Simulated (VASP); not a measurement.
A run of VASP 6.6.1:

The input POSCAR:

```
TiSi18N24
1.0
    7.6633883300      0.0000000000      0.0000000000
   -3.8316941700      6.6366889800      0.0000000000
    0.0000000000      0.0000000000      8.7784169900
Si N Ti
18 24 1
Direct
    0.2253575300      0.8247729500      0.2490695500
    0.4069853600      0.2319101200      0.0838030100
    0.8204115700      0.5895315800      0.0839916100
    0.1757765800      0.4064552400      0.2482489700
    0.5896488400      0.7653123000      0.2495512600
    0.7665854300      0.1713841100      0.0837355900
    0.2309890800      0.8274741300      0.5840166400
    0.4105831200      0.2374835100      0.4120552200
    0.8216842400      0.5881970600      0.4151993800
    0.1747298900      0.4208239000      0.5844632500
    0.5890773900      0.7599807900      0.5847209000
    0.7675416600      0.1706965000      0.4143588200
    0.2249819000      0.8247977200      0.9185331800
    0.4111705400      0.2372945000      0.7556084200
    0.8211646200      0.5886776700      0.7530120900
    0.1757393700      0.4063375200      0.9195366800
    0.5889992400      0.7645815500      0.9186446000
    0.7684812300      0.1703819900      0.7533956800
    0.3297052400      0.6680066200      0.2545105600
    0.6652249700      0.3293733100      0.0838889400
    0.9648498400      0.6636107700      0.2509124100
    0.2933145900      0.9698059500      0.0839160200
    0.6658966800      0.6968888700      0.0842923900
    0.3369390800      0.3079156700      0.2488822200
    0.0295572200      0.3271818200      0.0839468700
    0.6967834400      0.0265410300      0.2509280400
    0.3347469900      0.6746654300      0.5838050700
    0.6664592600      0.3281342100      0.4207958400
    0.9655314400      0.6745974000      0.5842451700
    0.2813407300      0.9728788800      0.4199516100
    0.6671246600      0.6956102400      0.4185563900
    0.3237733200      0.2982406000      0.5839930900
    0.0327387900      0.3177395200      0.4198129100
    0.7232701700      0.0257135300      0.5836496100
    0.3291638600      0.6678304400      0.9143047400
    0.6669367400      0.3278642400      0.7469012000
    0.9645245000      0.6643364900      0.9171354000
    0.2826121500      0.9729181200      0.7478626400
    0.6620854300      0.6907301400      0.7504195200
    0.3360481600      0.3067499600      0.9186112800
    0.0328189100      0.3193175500      0.7484549000
    0.6973615800      0.0261294900      0.9167989400
    0.0384699300      0.0383718900      0.5766847800
```

INCAR.step1

```
  PREC = Accurate
  ENCUT = 520
  EDIFF = 1E-5
  ISMEAR = -1
  SIGMA = 0.01
  LREAL = Auto
  LASPH = T
  NELM = 120
  ALGO = Normal
  ISIF = 2
  LWAVE = T
  GGA = PE
  NELECT = 202.0
  NBANDS = 129
  GGA_COMPAT = F
  ISYM = -1
```

File INCAR.step2:

```
  PREC = Accurate
  ENCUT = 520
  EDIFF = 1E-6
  ISMEAR = -1
  SIGMA = 0.01
  LREAL = Auto
  LASPH = T
  NELM = 120
  ALGO = Normal
  ISIF = 2
  LWAVE = F
  LCHARG = T
  GGA = PE
  LHFCALC = T
  HFSCREEN = 0.2079
  PRECFOCK = Fast
  LELF = T
  LVHAR = T
  ISTART = 1
  NELECT = 202.0
  NBANDS = 129
  GGA_COMPAT = F
  ISYM = -1
```

The input KPOINTS:

```
explicit points
1
Reciprocal
  0.25000000   0.25000000   0.25000000 1
```

Potentials or basis: VASP PAW PBE potentials, release 64 (Si, N, Ti_sv).

Command:

```sh
$ cat potpaw_PBE.64/Si/POTCAR potpaw_PBE.64/N/POTCAR potpaw_PBE.64/Ti_sv/POTCAR > POTCAR
$ cp INCAR.step1 INCAR
$ mpirun -np 1 vasp_std > vasp.out
$ cp INCAR.step2 INCAR
$ mpirun -np 1 vasp_std > vasp.out
```

Hardware: 1 thread of Intel(R) Xeon(R) 6975P-C (Granite Rapids), with other jobs on the host.

Task: Estimate the wall time of this run.

Result: Wall time 34 min on 1 thread of Intel(R) Xeon(R) 6975P-C (Granite Rapids), on a shared host, peak memory 0.73 GiB. Counts: k points 1.
